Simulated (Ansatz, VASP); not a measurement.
**Two plane-wave programs on ScPt**

INCAR

```
SYSTEM = ScPt
ALGO = Normal
EDIFF = 1E-8
ENCUT = 520
GGA = CA
ISIF = 2
ISMEAR = -1
LASPH = .True.
LCHARG = .False.
LEFG = .True.
LREAL = .False.
LWAVE = .False.
NBANDS = 18
NELM = 100
PREC = Accurate
SIGMA = 0.05
```

The input KPOINTS:

```
k-points
0
Gamma
  10 10 10
  0 0 0
```

The input POSCAR:

```
ScPt
1.0
    3.2480530300      0.0000000000      0.0000000000
    0.0000000000      3.2480530300      0.0000000000
    0.0000000000      0.0000000000      3.2480530300
Sc Pt
1 1
Direct
    0.5000000000      0.5000000000      0.5000000000
    0.0000000000      0.0000000000      0.0000000000
```

Input for Ansatz:

```yaml
crystal:
  lattice:
    - [3.24805303, 0.0, 0.0]
    - [0.0, 3.24805303, 0.0]
    - [0.0, 0.0, 3.24805303]
  atoms:
    - { symbol: Sc, position: [0.5, 0.5, 0.5] }
    - { symbol: Pt, position: [0.0, 0.0, 0.0] }
kpoints:
  mp_grid: { grid: [10, 10, 10] }
scf:
  occupations: { method: fermi_dirac, width: 0.05 }
hamiltonian:
  xc: lda
  pseudopotentials: { kind: paw }
output:
  forces: true
  stress: true
  eigenvalues: true
  efg: { contact_densities: true }
```

Change from the starting cell: volume scaled by 0.98, PAW files.

Alike in both runs: task electric field gradients; functional LDA; k mesh 10 × 10 × 10; occupations fermi-dirac, width 0.05 eV; no spin polarisation.

|  | VASP | Ansatz |
| --- | --- | --- |
| version | VASP 6.6.1 | Ansatz 0.2.0 |
| potentials or method | VASP PAW LDA potentials, release 64 (Sc_sv, Pt) | PAW with Ansatz's default frozen-core files, scalar-relativistic |
| plane-wave cutoff (eV) | 520 | 420 |
| valence electrons in the cell | 21 | 29 |

|  | VASP | Ansatz | Ansatz less VASP |
| --- | --- | --- | --- |
| pressure (GPa) | -1.9 | -2.5 | -0.66 |

LDA's correlation is that of Perdew and Zunger in VASP and of Perdew and Wang (1992) in Ansatz. VASP's potentials hold 21 valence electrons a cell and Ansatz's 29, so a difference there can come from the potentials and not from the codes.

Spin-orbit coupling is off throughout.
